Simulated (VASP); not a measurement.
A run of VASP 6.6.1 is set up as follows.

Contents of INCAR:

```
SYSTEM = Rb
  ALGO = Normal
  EDIFF = 1E-6
  ENCUT = 520
  GGA = PS
  ISIF = 2
  ISMEAR = -1
  LASPH = .TRUE.
  LCHARG = .FALSE.
  LREAL = .FALSE.
  LWAVE = .FALSE.
  NBANDS = 10
  NELM = 60
  PREC = Accurate
  SIGMA = 0.1
```

File KPOINTS:

```
k-points
0
G
  13 13 13
  0 0 0
```

The input POSCAR:

```
Rb
1.0
   -2.7925000000      2.7925000000      2.7925000000
    2.7925000000     -2.7925000000      2.7925000000
    2.7925000000      2.7925000000     -2.7925000000
Rb
1
Direct
    0.0000000000      0.0000000000      0.0000000000
```

Potentials or basis: VASP PAW PBE potentials, release 64 (Rb_sv).

Command:

```bash
$ cat potpaw_PBE.64/Rb_sv/POTCAR > POTCAR
$ mpirun -np 1 vasp_std > vasp.out
```

(1) Predict the band gap on the k mesh.

(2) What does it give for the pressure?

Results:

(1) zero (an odd number of electrons rules out a gap without spin polarisation).

(2) 0.0 GPa.

Caveat: the PAW data sets were made with another functional, which shifts forces and pressure a little.
